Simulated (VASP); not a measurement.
# WSe2 (P2_1/m) in VASP: further runs

The runs below take WSe2 through single point, with PBE+D3(BJ).

Program: VASP 6.6.1. These are calculated values, not measurements. Logs are shortened: lines on timing, memory, paths and dates and some standing lists are left out, and cuts for length are marked.

## 1. The cell of the first run

It takes space group P2_1/m (No. 11, monoclinic). Conventional cell: a = 3.279 Å, b = 12.789 Å, c = 3.279 Å, α = 90.00°, β = 120.00°, γ = 90.00°. Within 3.3 Å of W (site symmetry m) lie 6 Se at 2.53 Å and 6 W at 3.28 Å. Se (site symmetry 1) has 3 W at 2.53 Å and 10 Se at 3.28 to 3.65 Å within 3.7 Å.

## 2. Single point, PBE+D3(BJ) (atoms displaced along a vibrational mode)

INCAR reads:

```
SYSTEM = WSe2
PREC     = Accurate       ! precision mode
ENCUT    = 520            ! plane-wave cutoff, eV
EDIFF    = 1E-6           ! SCF threshold, eV
ISMEAR   = 0              ! smearing method
SIGMA    = 0.05           ! smearing width, eV
LREAL    = .FALSE.        ! projectors in reciprocal space
LASPH    = .TRUE.         ! aspherical terms in the spheres
NELM     = 100            ! most SCF steps
ALGO     = Normal         ! electronic algorithm
ISIF     = 2              ! what is computed and relaxed
LWAVE    = .FALSE.        ! write WAVECAR
LCHARG   = .FALSE.        ! write CHGCAR
GGA      = PE             ! functional
IVDW     = 12             ! dispersion correction
NBANDS   = 35             ! bands
```

KPOINTS reads:

```
Automatic mesh
0
G
  12 12 2
  0 0 0
```

POSCAR reads:

```
WSe2
1.0
    3.2790275604      0.0000000000      0.0000000000
   -1.6395137802      2.8397211670      0.0000000000
    0.0000000000      0.0000000000     12.7886113462
W Se
2 4
Direct
    0.3673481457      0.6915672375      0.2500000000
    0.6326518543      0.3084327625      0.7500000000
    0.2995076026      0.6419045131      0.6182912225
    0.7004923974      0.3580954869      0.1182912225
    0.2995076026      0.6419045131      0.8817087775
    0.7004923974      0.3580954869      0.3817087775
```

Potentials or basis: VASP PAW PBE potentials, release 64 (W_sv, Se).

Run with:

```console
cat potpaw_PBE.64/W_sv/POTCAR potpaw_PBE.64/Se/POTCAR > POTCAR
mpirun -np 1 vasp_std > vasp.out
```

OUTCAR:

```text
SYSTEM = WSe2
   PREC = Accurate
   ENCUT = 520
   EDIFF = 1E-6
   ISMEAR = 0
   LREAL = .FALSE.
   LASPH = .TRUE.
   NELM = 100
   ISIF = 2
   GGA = PE
   IVDW = 12
 IVDW          = 12

 ion  position               nearest neighbor table
   1  0.367  0.692  0.250-   4 2.53   6 2.53   4 2.53   6 2.53   4 2.53   6 2.53
   2  0.633  0.308  0.750-   3 2.53   5 2.53   3 2.53   5 2.53   3 2.53   5 2.53
   3  0.300  0.642  0.618-   2 2.53   2 2.53   2 2.53
   4  0.700  0.358  0.118-   1 2.53   1 2.53   1 2.53
   5  0.300  0.642  0.882-   2 2.53   2 2.53   2 2.53
   6  0.700  0.358  0.382-   1 2.53   1 2.53   1 2.53

  LATTYP: Found a hexagonal cell.
 ALAT       =     3.2790275604
 C/A-ratio  =     3.9001231648

  Lattice vectors:

 A1 = (   3.2790275604,   0.0000000000,   0.0000000000)
 A2 = (  -1.6395137802,   2.8397211670,   0.0000000000)
 A3 = (   0.0000000000,   0.0000000000,  12.7886113462)

Analysis of symmetry for initial positions (statically):
=====================================================================
 Subroutine PRICEL returns:
 Original cell was already a primitive cell.

 Routine SETGRP: Setting up the symmetry group for a
 hexagonal supercell.

 Subroutine GETGRP returns: Found  4 space group operations
 (whereof  2 operations were pure point group operations)
 out of a pool of 24 trial point group operations.

The static configuration has the point symmetry S_2 .
 The point group associated with its full space group is C_2h.

Analysis of symmetry for dynamics (positions and initial velocities):
=====================================================================
 Subroutine PRICEL returns:
 Original cell was already a primitive cell.

 Routine SETGRP: Setting up the symmetry group for a
 hexagonal supercell.

 Subroutine GETGRP returns: Found  4 space group operations
 (whereof  2 operations were pure point group operations)
 out of a pool of 24 trial point group operations.

The dynamic configuration has the point symmetry S_2 .
 The point group associated with its full space group is C_2h.

 Subroutine INISYM returns: Found  4 space group operations
 (whereof  2 operations are pure point group operations),
 and found     1 'primitive' translations

----------------------------------------------------------------------------------------

                                     Primitive cell

  volume of cell :     119.0815

  direct lattice vectors                    reciprocal lattice vectors
     3.279027560  0.000000000  0.000000000     0.304968464  0.176073625  0.000000000
    -1.639513780  2.839721167  0.000000000     0.000000000  0.352147250  0.000000000
     0.000000000  0.000000000 12.788611346     0.000000000  0.000000000  0.078194573

  length of vectors
     3.279027560  3.279027560 12.788611346     0.352147250  0.352147250  0.078194573

  position of ions in fractional coordinates (direct lattice)
     0.367348146  0.691567238  0.250000000
     0.632651854  0.308432762  0.750000000
     0.299507603  0.641904513  0.618291222
     0.700492397  0.358095487  0.118291222
     0.299507603  0.641904513  0.881708778
     0.700492397  0.358095487  0.381708778

  ion indices of the primitive-cell ions
   primitive index   ion index
                 1           1
                 2           2
                 3           3
                 4           4
                 5           5
                 6           6

----------------------------------------------------------------------------------------

 KPOINTS: Automatic mesh

Automatic generation of k-mesh.
 Grid dimensions read from file:
 generate k-points for:   12   12    2

 Generating k-lattice:

  Cartesian coordinates                     Fractional coordinates (reciprocal lattice)
     0.025414039  0.014672802  0.000000000     0.083333333  0.000000000  0.000000000
     0.000000000  0.029345604  0.000000000     0.000000000  0.083333333  0.000000000
     0.000000000  0.000000000  0.039097286     0.000000000  0.000000000  0.500000000

  Length of vectors
     0.029345604  0.029345604  0.039097286

  Shift w.r.t. Gamma in fractional coordinates (k-lattice)
     0.000000000  0.000000000  0.000000000

 Subroutine IBZKPT returns following result:
 ===========================================

 Found    148 irreducible k-points:

 Following reciprocal coordinates:
            Coordinates               Weight
  0.000000  0.000000  0.000000      1.000000
  0.083333  0.000000  0.000000      2.000000
  0.000000  0.083333  0.000000      2.000000
 -0.083333  0.083333  0.000000      2.000000
  0.166667  0.000000  0.000000      2.000000
  0.000000  0.166667  0.000000      2.000000
[... 16 lines left out ...]
  0.166667  0.083333  0.000000      2.000000
 -0.083333  0.250000  0.000000      2.000000
 [... further k-points ...]
   k-points           NKPTS =    148   k-points in BZ     NKDIM =    148   number of bands    NBANDS=     35
   number of dos      NEDOS =    301   number of ions     NIONS =      6
   total plane-waves  NPLWV =  55296
   dimension x,y,z NGX =    24 NGY =   24 NGZ =   96
   dimension x,y,z NGXF=    48 NGYF=   48 NGZF=  192
   ions per type =               2   4
   NGX,Y,Z   is equivalent  to a cutoff of  12.17, 12.17, 12.48 a.u.
   NGXF,Y,Z  is equivalent  to a cutoff of  24.34, 24.34, 24.96 a.u.
 SYSTEM =  WSe2
   PREC   = accura    normal or accurate (medium, high low for compatibility)
   ISTART =      0    job   : 0-new  1-cont  2-samecut
   ICHARG =      2    charge: 1-file 2-atom 10-const
   ISPIN  =      1    spin polarized calculation?
   LNONCOLLINEAR =      F non collinear calculations
   LSORBIT =      F    spin-orbit coupling
   LASPH  =      T    aspherical Exc in radial PAW
   ENCUT  =  520.0 eV  38.22 Ry    6.18 a.u.   6.10  6.10 23.78*2*pi/ulx,y,z
   NELM   =    100;   NELMIN=  2; NELMDL= -5     # of ELM steps
   EDIFF  = 0.1E-05   stopping-criterion for ELM
   LREAL  =      F    real-space projection
   EDIFFG = 0.1E-04   stopping-criterion for IOM
   NSW    =      0    number of steps for IOM
   IBRION =     -1    ionic relax: 0-MD 1-quasi-New 2-CG
   NFREE  =      0    steps in history (QN), initial steepest desc. (CG)
   ISIF   =      2    stress and relaxation
   ISYM   =      2    0-nonsym 1-usesym 2-fastsym
   POTIM  = 0.5000    time-step for ionic-motion
   TEBEG  =    0.0;   TEEND  =   0.0 temperature during run
   PSTRESS=    0.0 pullay stress
   NELECT =      52.0000    total number of electrons
   NUPDOWN=      -1.0000    fix difference up-down
   EMIN   =  10.00;   EMAX   =-10.00  energy-range for DOS
   EFERMI =   0.00;   METHOD = LEGACY
   ISMEAR =     0;   SIGMA  =   0.05  broadening in eV -4-tet -1-fermi 0-gaus
   EFERMI_NEDOS =   21; number of points for ismear=-14 and -15
   IALGO  =     38    algorithm
   IMIX   =      4    mixing-type and parameters
     AMIX     =   0.40;   BMIX     =  1.00
     AMIX_MAG =   1.60;   BMIX_MAG =  1.00
  volume/ion in A,a.u.               =      19.85       133.93
  Fermi-wavevector in a.u.,A,eV,Ry     =   1.242018  2.347074 20.988466  1.542609
  Thomas-Fermi vector in A             =   2.376391
   LORBIT       =      0    0 simple, 1 ext, 2 COOP (PROOUT), +10 PAW based schemes
   GGA     = PE    functional components
   LHFCALC =     F    Hartree Fock is set to
   AEXX    =    0.0000 exact exchange contribution
   IVDW    =    12    specifies the selected vdW correction
   LEPSILON=     F    determine dielectric tensor
   LRPA    =     F    only Hartree local field effects (RPA)
 non-spin polarized calculation
 Gauss-broadening in eV      SIGMA  =   0.05
  energy-cutoff  :      520.00
  volume of cell :      119.08
 maximum number of plane-waves:      3248
   NGX = 13   NGY = 13   NGZ = 47

 number of electron      52.0000000 magnetization

 Free energy of the ion-electron system (eV)
  ---------------------------------------------------
  ext. energy  EPLUGINS =         0.00000000
  ---------------------------------------------------
  free energy    TOTEN  =       -43.06853503 eV

  energy without entropy =      -43.06853503  energy(sigma->0) =      -43.06853503

 E-fermi :   6.7536     XC(G=0): -10.8967

 val. band max:        6.5293246079   @ k =   0.0000   0.0000   0.0000
 cond. band min:       7.4097662878   @ k =  -0.1667   0.3333   0.0000
 fundamental gap:      0.8804416800
 Fermi energy:         6.7536473908

 k-point     1 :       0.0000    0.0000    0.0000
  band No.  band energies     occupation
      1     -67.8174      2.00000
      2     -67.8173      2.00000
      3     -32.0684      2.00000
      4     -32.0684      2.00000
      5     -31.9311      2.00000
      6     -31.9311      2.00000
[... 27 lines left out ...]
     34       9.4965      0.00000
     35      11.0792      0.00000

 k-point     2 :       0.0833    0.0000    0.0000
  band No.  band energies     occupation
      1     -67.8167      2.00000
      2     -67.8166      2.00000
      3     -32.0653      2.00000
      4     -32.0653      2.00000
      5     -31.9474      2.00000
      6     -31.9474      2.00000
[... 27 lines left out ...]
     34       9.4172      0.00000
     35      11.7050      0.00000

 k-point     3 :       0.0000    0.0833    0.0000
  band No.  band energies     occupation
      1     -67.8167      2.00000
      2     -67.8167      2.00000
      3     -32.0653      2.00000
      4     -32.0653      2.00000
      5     -31.9471      2.00000
      6     -31.9471      2.00000
[... 27 lines left out ...]
     34       9.4414      0.00000
     35      11.6951      0.00000
[... 723 lines left out ...]
 k-point    23 :       0.1667    0.0833    0.0000
  band No.  band energies     occupation
      1     -67.8130      2.00000
      2     -67.8130      2.00000
      3     -32.0495      2.00000
      4     -32.0495      2.00000
      5     -32.0269      2.00000
      6     -32.0268      2.00000
[... 27 lines left out ...]
     34      10.3455      0.00000
     35      13.1788      0.00000

 k-point    24 :      -0.0833    0.2500    0.0000
  band No.  band energies     occupation
      1     -67.8130      2.00000
      2     -67.8130      2.00000
      3     -32.0495      2.00000
      4     -32.0495      2.00000
      5     -32.0265      2.00000
      6     -32.0265      2.00000
[... 27 lines left out ...]
     34      10.3838      0.00000
     35      13.0784      0.00000

 [... further k-points ...]

------------------------ aborting loop because EDIFF is reached ----------------------------------------

 Edisp (eV)   -2.85286

 E8    (eV) :    -1.2725

  FORCE on cell =-STRESS in cart. coord.  units (eV):
  Direction    XX          YY          ZZ          XY          YZ          ZX
  --------------------------------------------------------------------------------------
  -------------------------------------------------------------------------------------
  Total       0.25779     0.18053     0.37323     0.02869     0.00000     0.00000
  in kB       3.46849     2.42888     5.02160     0.38603     0.00000     0.00000
  external pressure =        3.64 kB  Pullay stress =        0.00 kB

 VOLUME and BASIS-vectors are now :
 -----------------------------------------------------------------------------
  energy-cutoff  :      520.00
  volume of cell :      119.08
      direct lattice vectors                 reciprocal lattice vectors
     3.279027560  0.000000000  0.000000000     0.304968464  0.176073625  0.000000000
    -1.639513780  2.839721167  0.000000000     0.000000000  0.352147250  0.000000000
     0.000000000  0.000000000 12.788611346     0.000000000  0.000000000  0.078194573

 POSITION                                       TOTAL-FORCE (eV/Angst)
 -----------------------------------------------------------------------------------
      0.07071      1.96386      3.19715        -0.035878     -0.032815      0.000000
      1.56880      0.87586      9.59146         0.035878      0.032815     -0.000000
     -0.07032      1.82283      7.90709         0.019133      0.013975     -0.036616
      1.70983      1.01689      1.51278        -0.019133     -0.013975     -0.036616
     -0.07032      1.82283     11.27583         0.019133      0.013975      0.036616
      1.70983      1.01689      4.88153        -0.019133     -0.013975      0.036616
 -----------------------------------------------------------------------------------
    total drift:                               -0.000000      0.000000     -0.000000

  FREE ENERGIE OF THE ION-ELECTRON SYSTEM (eV)
  ---------------------------------------------------
  free  energy   TOTEN  =       -45.9213960967 eV

  energy  without entropy=      -45.9213960967  energy(sigma->0) =      -45.92139610
```

Wall time 11 min (1 thread of Intel Xeon 8259CL, shared host); peak memory 0.6 GiB.

Results:

```
Free energy                : -45.9214 eV
Pressure                   : 0.4 GPa
Largest force              : 0.049 eV/Å
Band gap on the k mesh     : 0.88 eV (least direct gap 1.56 eV)
Dispersion energy per atom : -0.475 eV
```

Forces on the atoms (eV/Å):
```
W   -0.036 -0.033  0.000
W    0.036  0.033  0.000
Se   0.019  0.014 -0.037
Se  -0.019 -0.014 -0.037
Se   0.019  0.014  0.037
Se  -0.019 -0.014  0.037
```

Levels at points of the mesh, in eV from the valence-band top:
| k point | band 22 | band 23 | band 24 | band 25 | band 26 | band 27 | band 28 | band 29 | band 30 | band 31 |
| --- | --- | --- | --- | --- | --- | --- | --- | --- | --- | --- |
| (0.00, 0.00, 0.00) | -1.48 | -1.46 | -1.21 | -0.96 | 0.00 | 2.59 | 2.65 | 2.66 | 2.66 | 2.72 |
| (0.50, 0.00, 0.00) | -2.25 | -1.57 | -1.38 | -1.24 | -1.07 | 2.15 | 2.19 | 2.33 | 2.66 | 2.84 |
| (0.00, 0.50, 0.00) | -2.57 | -1.43 | -1.40 | -1.33 | -1.07 | 2.15 | 2.19 | 2.22 | 2.69 | 2.97 |
| (0.50, 0.50, 0.00) | -2.51 | -1.47 | -1.40 | -1.30 | -1.07 | 2.15 | 2.19 | 2.25 | 2.69 | 2.93 |
| (0.00, 0.00, 0.50) | -1.50 | -1.50 | -1.50 | -0.21 | -0.21 | 2.60 | 2.60 | 2.65 | 2.65 | 2.81 |
| (0.50, 0.00, 0.50) | -2.69 | -1.34 | -1.34 | -1.22 | -1.22 | 2.17 | 2.17 | 2.51 | 2.51 | 3.28 |
| (0.00, 0.50, 0.50) | -2.59 | -1.39 | -1.39 | -1.22 | -1.22 | 2.17 | 2.17 | 2.50 | 2.50 | 3.39 |
| (0.50, 0.50, 0.50) | -2.61 | -1.38 | -1.38 | -1.22 | -1.22 | 2.17 | 2.17 | 2.51 | 2.51 | 3.36 |

Caveat: the cell differs from its parent crystal (atoms displaced along a vibrational mode); spin-orbit coupling is left out, which moves the levels of the heavy elements.

## 3. Single point, PBE+D3(BJ) (atoms displaced along a vibrational mode)

INCAR reads:

```
PREC = Accurate
ENCUT = 520
EDIFF = 1E-6
ISMEAR = 0
SIGMA = 0.05
LREAL = F
LASPH = T
NELM = 80
ALGO = Normal
ISIF = 2
LWAVE = F
LCHARG = F
GGA = PE
IVDW = 12
NBANDS = 35
```

KPOINTS reads:

```
Automatic mesh
0
Gamma
  12 12 2
```

POSCAR reads:

```
WSe2
1.0
    3.2790275604      0.0000000000      0.0000000000
   -1.6395137802      2.8397211670      0.0000000000
    0.0000000000      0.0000000000     12.7886113462
W Se
2 4
Direct
    0.2653037086      0.6168655250      0.2500000000
    0.7346962914      0.3831344750      0.7500000000
    0.4009847949      0.7161909737      0.6182912225
    0.5990152051      0.2838090263      0.1182912225
    0.4009847949      0.7161909737      0.8817087775
    0.5990152051      0.2838090263      0.3817087775
```

Potentials or basis: VASP PAW PBE potentials, release 64 (W_sv, Se).

Run with:

```console
cat potpaw_PBE.64/W_sv/POTCAR potpaw_PBE.64/Se/POTCAR > POTCAR
mpirun -np 1 vasp_std > vasp.out
```

Run time: 6.9 min. Hardware: 1 thread of Intel Xeon Platinum 8259CL at 2.50GHz (Skylake/Cascade Lake), shared host; peak memory 0.59 GiB.

It converged, with:

| Item | Value |
| --- | --- |
| Free energy | -45.9019 eV |
| Pressure | 0.5 GPa |
| Largest force | 0.081 eV/Å |
| Band gap on the k mesh | 0.87 eV (least direct gap 1.57 eV) |
| Dispersion energy per atom | -0.475 eV |

Forces on the atoms (eV/Å):
```
W    0.051  0.063  0.000
W   -0.051 -0.063  0.000
Se  -0.007 -0.026 -0.015
Se   0.007  0.026 -0.015
Se  -0.007 -0.026  0.015
Se   0.007  0.026  0.015
```

Stress tensor (GPa, compression positive):
```
 0.25 -0.15  0.00
-0.15  0.44  0.00
 0.00  0.00  0.71
```

Levels at points of the mesh, in eV from the valence-band top:
```csv
k point,band 22,band 23,band 24,band 25,band 26,band 27,band 28,band 29,band 30,band 31
"(0.00, 0.00, 0.00)",-1.50,-1.46,-1.22,-0.96,0.00,2.54,2.61,2.62,2.69,2.74
"(0.50, 0.00, 0.00)",-2.34,-1.45,-1.38,-1.33,-1.07,2.14,2.14,2.19,2.69,3.08
"(0.00, 0.50, 0.00)",-2.19,-1.61,-1.39,-1.20,-1.09,2.14,2.18,2.35,2.63,2.80
"(0.50, 0.50, 0.00)",-2.38,-1.54,-1.41,-1.24,-1.10,2.15,2.18,2.30,2.66,2.86
"(0.00, 0.00, 0.50)",-1.51,-1.51,-1.51,-0.21,-0.21,2.56,2.56,2.65,2.65,2.80
"(0.50, 0.00, 0.50)",-2.55,-1.38,-1.38,-1.23,-1.23,2.16,2.16,2.46,2.46,3.44
"(0.00, 0.50, 0.50)",-2.72,-1.34,-1.34,-1.23,-1.23,2.16,2.16,2.49,2.49,3.24
"(0.50, 0.50, 0.50)",-2.67,-1.38,-1.38,-1.23,-1.23,2.16,2.16,2.51,2.51,3.30
```

Caveat: the cell differs from its parent crystal (atoms displaced along a vibrational mode); spin-orbit coupling is left out, which moves the levels of the heavy elements.
